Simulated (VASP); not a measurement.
The system is Nb2Si2O.

```
Nb Si O
1.0
     3.13916   -1.69273    0.00000
     3.13916    1.69273    0.00000
    -0.11597    0.00000    6.73214
Nb Si O
2 2 1
Direct
  0.67627 0.67627 0.84164
  0.32373 0.32373 0.15836
  0.65900 0.65900 0.41417
  0.34100 0.34100 0.58583
  0.00000 0.00000 0.00000
```

| Property | Result |
| --- | --- |
| Program | VASP 6.6.1 |
| Task | relaxation of cell and atoms |
| Functional | PBE |
| Potentials or basis | VASP PAW PBE potentials, release 64 (Nb_sv, Si, O) |
| Cutoff | 600 eV |
| k mesh | 12 × 12 × 6 |
| Occupations | gaussian, width 0.1 eV |
| Spin | no spin polarisation |

At the start: pressure -0.2 GPa; volume 14.31 Å³/atom.

How do energy, volume and symmetry change on relaxing?

Over 13 steps the energy falls by 3.4 meV/atom and the volume is 14.32 Å³/atom (+0.1 %); space group C2/m (No. 12, to 0.1 Å) before and after.

The path:
```csv
step,energy change (eV),largest force (eV/Å),pressure (GPa),volume (Å³)
1,0.0000,0.1002,-0.17,71.55
2,-0.0039,0.0876,0.32,71.39
3,-0.0055,0.1878,0.91,71.20
4,-0.0075,0.1801,0.60,71.35
5,-0.0101,0.1522,-0.31,71.79
6,-0.0116,0.1025,-0.23,71.75
7,-0.0135,0.1224,-0.01,71.65
8,-0.0149,0.0907,0.04,71.61
9,-0.0165,0.0429,0.19,71.52
10,-0.0165,0.0478,0.20,71.52
11,-0.0167,0.0253,-0.20,71.68
12,-0.0167,0.0242,-0.16,71.67
13,-0.0169,0.0085,-0.01,71.61
```

Final structure:
```
Nb Si O
1.0
     3.22058   -1.64903   -0.02078
     3.22058    1.64903   -0.02078
    -0.16357    0.00000    6.74288
Nb Si O
2 2 1
Cartesian
  4.2501 0.0000 5.6591
  2.0275 0.0000 1.0422
  4.1443 0.0000 2.7670
  2.1333 0.0000 3.9343
  6.4412 0.0000 -0.0416
```
